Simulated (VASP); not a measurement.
Crystal: La3LuO2.

```xyz
6
Lattice="6.4892 0.0000 0.0000 -3.2446 5.6198 0.0000 0.0000 0.0000 3.5868" Properties=species:S:1:pos:R:3 pbc="T T T"
La    3.2446    0.0000    1.7934
La    1.6223    2.8099    1.7934
La   -1.6223    2.8099    1.7934
Lu    0.0000    0.0000    0.0000
O     0.0000    3.7465    0.0000
O     3.2446    1.8733    0.0000
```

The cell was generated, and may not be a known phase.

* Program: VASP 6.6.1
* Task: relaxation of cell and atoms
* Functional: PBE
* Potentials or basis: VASP PAW PBE potentials, release 64 (La, Lu, O)
* Cutoff: 600 eV
* k mesh: 3 × 3 × 6
* Occupations: gaussian, width 0.1 eV
* Spin: no spin polarisation

At the start: pressure 4.4 GPa; volume 21.80 Å³/atom.

Problem. How do energy, volume and symmetry change on relaxing?

Solution. Over 6 steps the energy falls by 169.4 meV/atom and the volume is 23.25 Å³/atom (+6.6 %); space group P6/mmm (No. 191, to 0.1 Å) before and after.

Step by step:
```tsv
step	energy change (eV)	largest force (eV/Å)	pressure (GPa)	volume (Å³)
1	0.0000	0.0000	4.36	130.80
2	-0.8850	0.0000	-1.45	141.74
3	-0.9458	0.0000	-2.86	145.17
4	-0.9915	0.0000	1.27	137.61
5	-1.0143	0.0000	-0.36	140.31
6	-1.0164	0.0000	-0.02	139.49
```

Final structure:
```
CELL_PARAMETERS angstrom
7.02343 0.00000 0.00000
-3.51172 6.08247 0.00000
0.00000 0.00000 3.26527
ATOMIC_POSITIONS crystal
La 0.50000 0.00000 0.50000
La 0.50000 0.50000 0.50000
La 0.00000 0.50000 0.50000
Lu 0.00000 0.00000 0.00000
O 0.33333 0.66667 0.00000
O 0.66667 0.33333 0.00000
```

Caveat: the k points lie up to 0.34 Å⁻¹ apart in the final cell, too coarse for converged energies and pressures of a metal.
